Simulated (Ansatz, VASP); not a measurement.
Os in VASP and in Ansatz

The input INCAR:

```
SYSTEM = Os
PREC     = Accurate       ! precision mode
ENCUT    = 600            ! plane-wave cutoff, eV
EDIFF    = 1E-7           ! SCF threshold, eV
ISMEAR   = -1             ! smearing method
SIGMA    = 0.05           ! smearing width, eV
LREAL    = .False.        ! projectors in reciprocal space
LASPH    = .True.         ! aspherical terms in the spheres
NELM     = 100            ! most SCF steps
ALGO     = Normal         ! electronic algorithm
ISIF     = 3              ! what is computed and relaxed
LWAVE    = .False.        ! write WAVECAR
LCHARG   = .False.        ! write CHGCAR
GGA      = VW             ! functional
IBRION   = 2              ! ionic algorithm
NSW      = 60             ! ionic steps
EDIFFG   = -0.01          ! ionic threshold
```

The input KPOINTS:

```
regular mesh
0
Gamma
  11 11 6
  0 0 0
```

File POSCAR:

```
Os
1.0
    2.7341000000      0.0000000000      0.0000000000
   -1.3670500000      2.3678000565      0.0000000000
    0.0000000000      0.0000000000      4.3197000000
Os
2
Direct
    0.6666666667      0.3333333333      0.7500000000
    0.3333333333      0.6666666667      0.2500000000
```

Contents of input.yaml:

```yaml
crystal:
  lattice:
    - [2.7341, 0.0, 0.0]
    - [-1.36705, 2.3678000565, 0.0]
    - [0.0, 0.0, 4.3197]
  atoms:
    - { symbol: Os, position: [0.6666666667, 0.3333333333, 0.75] }
    - { symbol: Os, position: [0.3333333333, 0.6666666667, 0.25] }
hamiltonian:
  xc: { exchange: slater, correlation: vwn5 }
  pseudopotentials: { kind: paw }
kpoints:
  mp_grid: { grid: [11, 11, 6] }
scf:
  occupations: { method: fermi_dirac, width: 0.05 }
output:
  forces: true
  stress: true
relax:
  f_tol: 0.01
  max_steps: 40
  cell: { stress_tol: 0.05 }
```

Alike in both runs: task relaxation of cell and atoms; functional SVWN5; k mesh 11 × 11 × 6; occupations fermi-dirac, width 0.05 eV; no spin polarisation.

|  | VASP | Ansatz |
| --- | --- | --- |
| version | VASP 6.6.1 | Ansatz 0.2.0 |
| potentials or method | VASP PAW PBE potentials, release 64 (Os) | Ansatz PAW |
| plane-wave cutoff (eV) | 600 | 420 |
| valence electrons in the cell | 16 | 32 |

Ansatz gave:

```
relaxed volume (Å³/atom)                                        : 13.69
relaxed length of the cell vector where the two differ most in proportion (Å) : 2.715
```

**Question.** What did VASP give for the same quantities?

**Answer.** Relaxed volume (Å³/atom): 13.74; relaxed length of the cell vector where the two differ most in proportion (Å): 2.718.

VASP's potentials were made for PBE, not for SVWN5. VASP's potentials hold 16 valence electrons a cell and Ansatz's 32, so a difference there can come from the potentials and not from the codes.

Neither program's run includes spin-orbit coupling. Noted on Ansatz's run: the plane-wave basis is chosen anew once the cell has moved, so the energies of steps on either side of that aren't comparable.
